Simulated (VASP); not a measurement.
Input of a VASP 6.6.1 run:

The input INCAR:

```
ALGO = Normal
EDIFF = 1E-6
ENCUT = 600
GGA = PS
GGA_COMPAT = F
ISIF = 2
ISMEAR = -1
LASPH = T
LCHARG = T
LELF = T
LREAL = F
LVHAR = T
LWAVE = F
NBANDS = 10
NELM = 120
PREC = Accurate
SIGMA = 0.08
```

The input KPOINTS:

```
k-points
0
Gamma
  18 18 18
```

POSCAR

```
F
1.0
    0.0000000000      1.6648575912      1.6648575912
    1.6648575912      0.0000000000      1.6648575912
    1.6648575912      1.6648575912      0.0000000000
F
1
Direct
    0.0000000000      0.0000000000      0.0000000000
```

Potentials or basis: VASP PAW PBE potentials, release 64 (F).

Command:

```console
$ cat potpaw_PBE.64/F/POTCAR > POTCAR
$ mpirun -np 1 vasp_std > vasp.out
```

Problem. Predict the band gap on the k mesh.

Solution. Zero (an odd number of electrons rules out a gap without spin polarisation).

Problem. Estimate the pressure.

Solution. -0.6 GPa.

Caveat: the PAW data sets were made with another functional, which shifts forces and pressure a little; an odd number of electrons without spin polarisation forces a metal; a magnetic or distorted state may lie lower.
